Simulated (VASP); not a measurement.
Input of a VASP 6.6.1 run:

File INCAR:

```
PREC = Accurate ; ENCUT = 600
EDIFF = 1E-6 ; ISMEAR = -1
SIGMA = 0.1 ; LREAL = F
LASPH = T ; NELM = 60
ALGO = Normal ; ISIF = 3
LWAVE = F ; LCHARG = F
GGA = PS ; IBRION = 2
NSW = 80 ; EDIFFG = -0.01
```

Contents of KPOINTS:

```
Automatic mesh
0
Gamma
  4 4 4
```

File POSCAR:

```
Sn
1.0
    6.0756993416      0.0000000000      0.0000000000
    0.0000000000      6.0756993416      0.0000000000
    0.0000000000      0.0000000000      6.0756993416
Sn
8
Direct
    0.0000000000      0.0000000000      0.0000000000
    0.5000000000      0.5000000000      0.5000000000
    0.2500000000      0.0000000000      0.5000000000
    0.7500000000      0.0000000000      0.5000000000
    0.5000000000      0.2500000000      0.0000000000
    0.5000000000      0.7500000000      0.0000000000
    0.0000000000      0.5000000000      0.2500000000
    0.0000000000      0.5000000000      0.7500000000
```

Potentials or basis: VASP PAW PBE potentials, release 64 (Sn_d).

Launch:

```bash
$ cat potpaw_PBE.64/Sn_d/POTCAR > POTCAR
$ mpirun -np 1 vasp_std > vasp.out
```

Task: Predict the space group after relaxing (to 0.1 Å).

Result: Pm-3n (No. 223).

Task: Estimate the relaxed volume.

Result: 27.11 Å³/atom.

Task: Predict the band gap on the k mesh.

Result: Zero (bands 56 and 57 overlap by 1.38 eV).

Task: Estimate the relaxed cell.

Result: a = 6.008 Å, b = 6.008 Å, c = 6.008 Å, α = 90.00°, β = 90.00°, γ = 90.00°.

The path:
```tsv
step	energy change (eV)	largest force (eV/Å)	pressure (GPa)	volume (Å³)
1	0.0000	0.0000	-1.58	224.28
2	-0.0359	0.0000	0.35	215.42
3	-0.0375	0.0000	-0.01	216.88
```

Caveat: the PAW data sets were made with another functional, which shifts forces and pressure a little; spin-orbit coupling is left out, which moves the levels of the heavy elements.
